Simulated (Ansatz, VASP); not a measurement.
## HfGe3 in VASP and in Ansatz

File INCAR:

```
PREC = Accurate ; ENCUT = 520
EDIFF = 1E-7 ; ISMEAR = 0
SIGMA = 0.05 ; LREAL = F
LASPH = T ; NELM = 100
ALGO = Normal ; ISIF = 2
LWAVE = F ; LCHARG = F
GGA = PE ; NBANDS = 34
```

File KPOINTS:

```
regular mesh
0
Gamma
  8 8 8
```

POSCAR

```
HfGe3
1.0
    4.1724369044      0.0000000000      0.0000000000
    0.0000000000      4.1724369044      0.0000000000
    0.0000000000      0.0000000000      4.1724369044
Hf Ge
1 3
Direct
    0.0000000000      0.0000000000      0.0000000000
    0.0000000000      0.5000000000      0.5000000000
    0.5000000000      0.5000000000      0.0000000000
    0.5000000000      0.0000000000      0.5000000000
```

Input for Ansatz:

```yaml
crystal:
  lattice:
    - [4.1724369044, 0.0, 0.0]
    - [0.0, 4.1724369044, 0.0]
    - [0.0, 0.0, 4.1724369044]
  atoms:
    - { symbol: Hf, position: [0.0, 0.0, 0.0] }
    - { symbol: Ge, position: [0.0, 0.5, 0.5] }
    - { symbol: Ge, position: [0.5, 0.5, 0.0] }
    - { symbol: Ge, position: [0.5, 0.0, 0.5] }
basis:
  ecutwfc: 420
  ecutrho_ratio: 4
kpoints:
  mp_grid: { grid: [8, 8, 8] }
hamiltonian:
  xc: pbe
scf:
  occupations: { method: gaussian, width: 0.05 }
output:
  forces: true
  stress: true
  eigenvalues: true
```

Alike in both runs: task single point; functional PBE; k mesh 8 × 8 × 8; occupations gaussian, width 0.05 eV; no spin polarisation.

|  | VASP | Ansatz |
| --- | --- | --- |
| version | VASP 6.6.1 | Ansatz 0.2.0 |
| potentials or method | VASP PAW PBE potentials, release 64 (Hf_pv, Ge_d), cutoff 520 eV | scalar-relativistic, plane waves, PAW |
| valence electrons in the cell | 52 | 68 |

```tsv
	VASP	Ansatz	Ansatz less VASP
gap on the k mesh at the Fermi level (eV)	none	none	-
pressure (GPa)	0.8	1.1	+0.30
```

A gap of «none» marks a metal or a gap that the smearing closes. VASP's potentials hold 52 valence electrons a cell and Ansatz's 68, so a difference there can come from the potentials and not from the codes.

Spin-orbit coupling is off throughout.
